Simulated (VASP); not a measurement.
## HF: single point with PBE+D3(BJ)

The system is HF.

```
F H
1.0
     5.88676    0.00000    0.00000
     0.00000    5.88676    0.00000
     0.00000    0.00000    5.88676
F H
6 6
Direct
  0.32500 0.40520 0.83124
  0.86491 0.78315 0.62083
  0.67740 0.35864 0.02567
  0.70980 0.68488 0.26743
  0.35830 0.16661 0.33383
  0.25401 0.79514 0.71156
  0.28963 0.55395 0.76755
  0.83576 0.71866 0.47135
  0.52052 0.36091 0.93987
  0.68846 0.52951 0.19393
  0.49295 0.08590 0.35558
  0.09027 0.81673 0.68007
```

| Item | Value |
| --- | --- |
| Program | VASP 6.6.1 |
| Task | single point |
| Functional | PBE |
| Dispersion | D3(BJ) |
| Potentials or basis | VASP PAW PBE potentials, release 64 (F_h, H_h) |
| Cutoff | 1010 eV |
| k mesh | 1 × 1 × 1 |
| Occupations | fermi-dirac, width 0.02 eV |
| Spin | no spin polarisation |

```yaml
Pressure: 0.2 GPa
Largest_force: 1.379 eV/Å
Dispersion_energy_per_atom: -0.018 eV
```

Forces on the atoms (eV/Å):
```
F   -0.181 -0.765  0.007
F   -0.002  0.276  0.600
F   -0.981 -0.186 -0.358
F   -0.134 -0.731 -0.202
F   -0.065  0.044  0.042
F    0.188 -0.110  0.115
H    0.167  0.758  0.036
H   -0.474  0.004 -0.450
H    1.142  0.396  0.665
H    0.150  0.648 -0.319
H   -0.002 -0.125 -0.020
H    0.192 -0.208 -0.115
```

Stress tensor (GPa, compression positive):
```
 0.38  0.06  0.11
 0.06 -0.26 -0.09
 0.11 -0.09  0.57
```

Levels at points of the mesh, in eV from the Fermi level:
| k point | band 21 | band 22 | band 23 | band 24 | band 25 | band 26 | band 27 | band 28 |
| --- | --- | --- | --- | --- | --- | --- | --- | --- |
| (0.00, 0.00, 0.00) | -1.21 | -1.07 | -0.73 | -0.55 | 6.45 | 9.91 | 10.77 | 10.86 |

Run time: 22 s on 1 thread of Intel(R) Xeon(R) 6975P-C (Granite Rapids) (shared host), peak memory 0.53 GiB.

Caveat: the k points lie up to 1.07 Å⁻¹ apart, too coarse for converged energies, forces and pressures.
